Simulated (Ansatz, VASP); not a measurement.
# One calculation of Ba2CaIrN6, two programs

```
Ir N Ba Ca
1.0
     0.00000    4.20398    4.20398
     4.20398    0.00000    4.20398
     4.20398    4.20398    0.00000
Ir N Ba Ca
1 6 2 1
Cartesian
  4.2040 4.2040 4.2040
  2.2483 4.2040 4.2040
  4.2040 2.2483 4.2040
  6.1597 4.2040 4.2040
  4.2040 6.1597 4.2040
  4.2040 4.2040 2.2483
  4.2040 4.2040 6.1597
  2.1020 2.1020 2.1020
  6.3060 6.3060 6.3060
  0.0000 0.0000 0.0000
```

Alike in both runs: task single point; functional r2SCAN; k mesh 7 × 7 × 7; no spin polarisation.

|  | VASP | Ansatz |
| --- | --- | --- |
| version | VASP 6.6.1 | Ansatz 0.2.0 |
| potentials or method | VASP PAW PBE potentials, release 64 (Ir, N, Ba_sv, Ca_sv), cutoff 520 eV | PAW plane waves |
| occupations | fermi-dirac, width 0.1 eV | fermi-dirac |
| valence electrons in the cell | 69 | 77 |

```tsv
	VASP	Ansatz	Ansatz less VASP
pressure (GPa)	5.3	3.0	-2.33
rms of the force components (eV/Å)	0.439	0.543	+0.1036
```

VASP's potentials were made for PBE, not for r2SCAN. Atom by atom the forces differ by 0.104 eV/Å (rms over components). VASP's potentials hold 69 valence electrons a cell and Ansatz's 77, so a difference there can come from the potentials and not from the codes.

Spin-orbit coupling is off throughout.
